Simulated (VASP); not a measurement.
# Pb (Fm-3m) in VASP: a series of runs, part 2 of 2

VASP 6.6.1. Earlier steps stand in the parts before.

**4. Single point, r2SCAN0**

This run uses another cell than the first one, of 28.50 Å³/atom.

The input, POSCAR:

```
Pb
1.0
    0.0000000000      2.4244952108      2.4244952108
    2.4244952108      0.0000000000      2.4244952108
    2.4244952108      2.4244952108      0.0000000000
Pb
1
Direct
    0.0000000000      0.0000000000      0.0000000000
```

The input, INCAR.step1:

```
ALGO = Normal
EDIFF = 1E-5
ENCUT = 520
GGA = PE
ISIF = 2
ISMEAR = -1
LASPH = T
LREAL = F
LWAVE = T
NBANDS = 13
NELM = 60
PREC = Accurate
SIGMA = 0.05
```

The input, INCAR.step2:

```
AEXX = 0.25
ALGO = Normal
EDIFF = 1E-6
ENCUT = 520
ISIF = 2
ISMEAR = -1
ISTART = 1
LASPH = T
LCHARG = T
LELF = T
LHFCALC = T
LMIXTAU = T
LREAL = F
LVHAR = T
LWAVE = F
METAGGA = R2SCAN
NBANDS = 13
NELM = 60
PREC = Accurate
PRECFOCK = Normal
SIGMA = 0.05
```

The input, KPOINTS:

```
k-points
0
Gamma
  5 5 5
```

Potentials or basis: VASP PAW PBE potentials, release 64 (Pb_d).

Run with:

```console
$ cat potpaw_PBE.64/Pb_d/POTCAR > POTCAR
$ cp INCAR.step1 INCAR
$ mpirun -np 1 vasp_std > vasp.out
$ cp INCAR.step2 INCAR
$ mpirun -np 1 vasp_std > vasp.out
```

OUTCAR:

```text
AEXX = 0.25
   EDIFF = 1E-6
   ENCUT = 520
   ISIF = 2
   ISMEAR = -1
   ISTART = 1
   LASPH = T
   LHFCALC = T
   LREAL = F
   METAGGA = R2SCAN
   NELM = 60
   PREC = Accurate
   PRECFOCK = Normal

 ion  position               nearest neighbor table
   1  0.000  0.000  0.000-

  LATTYP: Found a face centered cubic cell.
 ALAT       =     4.8489904216

  Lattice vectors:

 A1 = (   0.0000000000,   2.4244952108,   2.4244952108)
 A2 = (   2.4244952108,   0.0000000000,   2.4244952108)
 A3 = (   2.4244952108,   2.4244952108,   0.0000000000)

Analysis of symmetry for initial positions (statically):
=====================================================================
 Subroutine PRICEL returns:
 Original cell was already a primitive cell.

 Routine SETGRP: Setting up the symmetry group for a
 face centered cubic supercell.

 Subroutine GETGRP returns: Found 48 space group operations
 (whereof 48 operations were pure point group operations)
 out of a pool of 48 trial point group operations.

The static configuration has the point symmetry O_h .

[... 160 lines left out ...]
      1     -12.0417      2.00000
      2     -12.0417      2.00000
      3     -12.0417      2.00000
      4     -11.8545      2.00000
      5     -11.8545      2.00000
      6      -6.5573      2.00000
      7      17.2361      0.00000
      8      17.2361      0.00000
      9      17.2361      0.00000
     10      19.2796      0.00000
     11      21.9784      0.00000
     12      22.4643      0.00000
     13      22.4643      0.00000
[... 130 lines left out ...]
  band No.  band energies     occupation
      1     -12.0569      2.00000
      2     -12.0396      2.00000
      3     -11.8941      2.00000
      4     -11.7662      2.00000
      5     -11.6808      2.00000
      6      -0.7991      2.00000
      7       5.3515      2.00000
      8       7.3048      1.25002
      9      10.0877      0.00000
     10      19.6543      0.00000
     11      20.6255      0.00000
     12      22.3523      0.00000
     13      26.5608      0.00000

------------------------ aborting loop because EDIFF is reached ----------------------------------------

  FORCE on cell =-STRESS in cart. coord.  units (eV):
  Direction    XX          YY          ZZ          XY          YZ          ZX
  --------------------------------------------------------------------------------------
  -------------------------------------------------------------------------------------
  Total        0.5913407      0.5913407      0.5913407      0.0000000      0.0000000      0.0000000
  in kB       33.2394939     33.2394939     33.2394939      0.0000000      0.0000000      0.0000000
  external PRESSURE =      33.2394939 kB  Pullay stress =       0.0000000 kB

 VOLUME and BASIS-vectors are now :
 -----------------------------------------------------------------------------
  energy-cutoff  :      520.00
  volume of cell :       28.50
      direct lattice vectors                 reciprocal lattice vectors
     0.000000000  2.424495211  2.424495211    -0.206228496  0.206228496  0.206228496
     2.424495211  0.000000000  2.424495211     0.206228496 -0.206228496  0.206228496
     2.424495211  2.424495211  0.000000000     0.206228496  0.206228496 -0.206228496

 POSITION                                       TOTAL-FORCE (eV/Angst)
 -----------------------------------------------------------------------------------
      0.00000      0.00000      0.00000        -0.000000      0.000000      0.000000
 -----------------------------------------------------------------------------------
    total drift:                                0.000000     -0.000000      0.000000

  FREE ENERGIE OF THE ION-ELECTRON SYSTEM (eV)
  ---------------------------------------------------
  free  energy   TOTEN  =       -44.4168011042 eV

  energy  without entropy=      -44.4040973684  energy(sigma->0) =      -44.41044924
```

OSZICAR.step1:

```text
N       E                     dE             d eps       ncg     rms          rms(c)
DAV:   1     0.107880288563E+03    0.10788E+03   -0.74780E+03   260   0.134E+03
DAV:   2     0.152929839761E+01   -0.10635E+03   -0.10317E+03   265   0.303E+02
DAV:   3    -0.338955222792E+01   -0.49189E+01   -0.49079E+01   333   0.734E+01
DAV:   4    -0.349403941192E+01   -0.10449E+00   -0.10447E+00   324   0.111E+01
DAV:   5    -0.349686996518E+01   -0.28306E-02   -0.28300E-02   367   0.162E+00    0.605E-01
DAV:   6    -0.348517919259E+01    0.11691E-01   -0.14853E-02   330   0.227E+00    0.295E-01
DAV:   7    -0.348214914051E+01    0.30301E-02   -0.62559E-03   340   0.134E+00    0.928E-02
DAV:   8    -0.348200578058E+01    0.14336E-03   -0.41292E-04   385   0.308E-01    0.868E-03
DAV:   9    -0.348200503527E+01    0.74531E-06   -0.31022E-06   210   0.313E-02
   1 F= -.34820050E+01 E0= -.34756097E+01  d E =-.127907E-01
```

Run time: 7.2 min. Hardware: 1 thread of AMD EPYC 7R13 (Zen 3), shared host; peak memory 0.14 GiB.

What came out:

```
Free energy            : -44.4168 eV
Pressure               : 3.3 GPa
Band gap on the k mesh : zero (bands 7 and 8 overlap by 10.46 eV)
```

Levels at points of the mesh, in eV from the Fermi level:
```
           k point  band 5  band 6  band 7  band 8  band 9  band 10
(0.00, 0.00, 0.00)  -19.18  -13.89    9.91    9.91    9.91    11.95
```

Caveat: the k points lie up to 0.45 Å⁻¹ apart, too coarse for converged energies and pressures of a metal; the PAW data sets were made with another functional, which shifts forces and pressure a little; spin-orbit coupling is left out, which moves the levels of the heavy elements.

**5. Single point, r2SCAN0**

This run uses another cell than the first one, of 29.11 Å³/atom.

The input, POSCAR:

```
Pb
1.0
    0.0000000000      2.4415696833      2.4415696833
    2.4415696833      0.0000000000      2.4415696833
    2.4415696833      2.4415696833      0.0000000000
Pb
1
Direct
    0.0000000000      0.0000000000      0.0000000000
```

The input, INCAR.step1:

```
SYSTEM = Pb
PREC = Accurate ; ENCUT = 520
EDIFF = 1E-5 ; ISMEAR = -1
SIGMA = 0.05 ; LREAL = .FALSE.
LASPH = .TRUE. ; NELM = 80
ALGO = Normal ; ISIF = 2
LWAVE = .TRUE. ; LCHARG = .FALSE.
NBANDS = 13 ; GGA = PE
```

The input, INCAR.step2:

```
SYSTEM = Pb
PREC = Accurate ; ENCUT = 520
EDIFF = 1E-7 ; ISMEAR = -1
SIGMA = 0.05 ; LREAL = .FALSE.
LASPH = .TRUE. ; NELM = 80
ALGO = Normal ; ISIF = 2
LWAVE = .FALSE. ; LCHARG = .FALSE.
METAGGA = R2SCAN ; LHFCALC = .TRUE.
AEXX = 0.25 ; LMIXTAU = .TRUE.
PRECFOCK = Normal ; NBANDS = 13
ISTART = 1
```

The input, KPOINTS:

```
Automatic mesh
0
G
  5 5 5
  0 0 0
```

Run with:

```console
$ cat potpaw_PBE.64/Pb_d/POTCAR > POTCAR
$ cp INCAR.step1 INCAR
$ mpirun -np 1 vasp_std > vasp.out
$ cp INCAR.step2 INCAR
$ mpirun -np 1 vasp_std > vasp.out
```

Wall time 8.2 min (1 thread of AMD EPYC 7R13 (Zen 3), shared host); peak memory 0.14 GiB.

It converged, with:

```
Free energy            : -44.4274 eV
Pressure               : 2.0 GPa
Band gap on the k mesh : zero (bands 7 and 8 overlap by 10.24 eV)
```

Levels at points of the mesh, in eV from the Fermi level:
```
           k point  band 5  band 6  band 7  band 8  band 9  band 10
(0.00, 0.00, 0.00)  -19.20  -13.74    9.69    9.69    9.69    11.91
```

Caveat: the k points lie up to 0.45 Å⁻¹ apart, too coarse for converged energies and pressures of a metal; the PAW data sets were made with another functional, which shifts forces and pressure a little; spin-orbit coupling is left out, which moves the levels of the heavy elements.

**6. Single point, r2SCAN0**

This run uses another cell than the first one, of 29.72 Å³/atom.

The input, POSCAR:

```
Pb
1.0
    0.0000000000      2.4584086270      2.4584086270
    2.4584086270      0.0000000000      2.4584086270
    2.4584086270      2.4584086270      0.0000000000
Pb
1
Direct
    0.0000000000      0.0000000000      0.0000000000
```

The input, INCAR.step1:

```
SYSTEM = Pb
  ALGO = Normal
  EDIFF = 1E-5
  ENCUT = 520
  GGA = PE
  ISIF = 2
  ISMEAR = -1
  LASPH = .TRUE.
  LCHARG = .FALSE.
  LREAL = .FALSE.
  LWAVE = .TRUE.
  NBANDS = 13
  NELM = 60
  PREC = Accurate
  SIGMA = 0.05
```

The input, INCAR.step2:

```
SYSTEM = Pb
  AEXX = 0.25
  ALGO = Normal
  EDIFF = 1E-6
  ENCUT = 520
  ISIF = 2
  ISMEAR = -1
  ISTART = 1
  LASPH = .TRUE.
  LCHARG = .FALSE.
  LHFCALC = .TRUE.
  LMIXTAU = .TRUE.
  LREAL = .FALSE.
  LWAVE = .FALSE.
  METAGGA = R2SCAN
  NBANDS = 13
  NELM = 60
  PREC = Accurate
  PRECFOCK = Normal
  SIGMA = 0.05
```

The input, KPOINTS:

```
k-points
0
G
  5 5 5
  0 0 0
```

Potentials or basis: VASP PAW PBE potentials, release 64 (Pb_d).

Run with:

```console
$ cat potpaw_PBE.64/Pb_d/POTCAR > POTCAR
$ cp INCAR.step1 INCAR
$ mpirun -np 1 vasp_std > vasp.out
$ cp INCAR.step2 INCAR
$ mpirun -np 1 vasp_std > vasp.out
```

Wall time 7.3 min (1 thread of AMD EPYC 7R13 (Zen 3), shared host); peak memory 0.14 GiB.

It converged, with:

* Free energy: -44.4331 eV
* Pressure: 0.8 GPa
* Band gap on the k mesh: zero (bands 7 and 8 overlap by 10.02 eV)

Levels at points of the mesh, in eV from the Fermi level:
```tsv
k point	band 5	band 6	band 7	band 8	band 9	band 10
(0.00, 0.00, 0.00)	-19.22	-13.60	9.49	9.49	9.49	11.87
```

Caveat: the k points lie up to 0.44 Å⁻¹ apart, too coarse for converged energies and pressures of a metal; the PAW data sets were made with another functional, which shifts forces and pressure a little; spin-orbit coupling is left out, which moves the levels of the heavy elements.

**7. The runs side by side**

| level | cell | share of exact exchange | gap on the mesh (eV) | pressure (GPa) |
| --- | --- | --- | --- | --- |
| r2SCAN0 | a = 3.500 Å, angles 60.0°, 1 atom | 0.25 | none | -0.3 |
| r2SCANh | a = 3.500 Å, angles 60.0°, 1 atom | 0.1 | none | 0.3 |
| r2SCAN0 | a = 3.429 Å, angles 60.0°, 1 atom | 0.25 | none | 3.3 |
| r2SCAN0 | a = 3.453 Å, angles 60.0°, 1 atom | 0.25 | none | 2.0 |
| r2SCAN0 | a = 3.477 Å, angles 60.0°, 1 atom | 0.25 | none | 0.8 |

Alike in all rows: task single point; potentials or basis VASP PAW PBE potentials, release 64 (Pb_d); no spin polarisation; k mesh 5 × 5 × 5; cutoff (eV) 520; smearing fermi-dirac 0.05 eV.

Caveats: all runs use coarse meshes; the PAW data sets were made with another functional, which shifts forces and pressure a little; spin-orbit coupling is left out, which moves the levels of the heavy elements.

Total energies depend on the potentials used, so only differences within one code and one set of settings carry meaning.
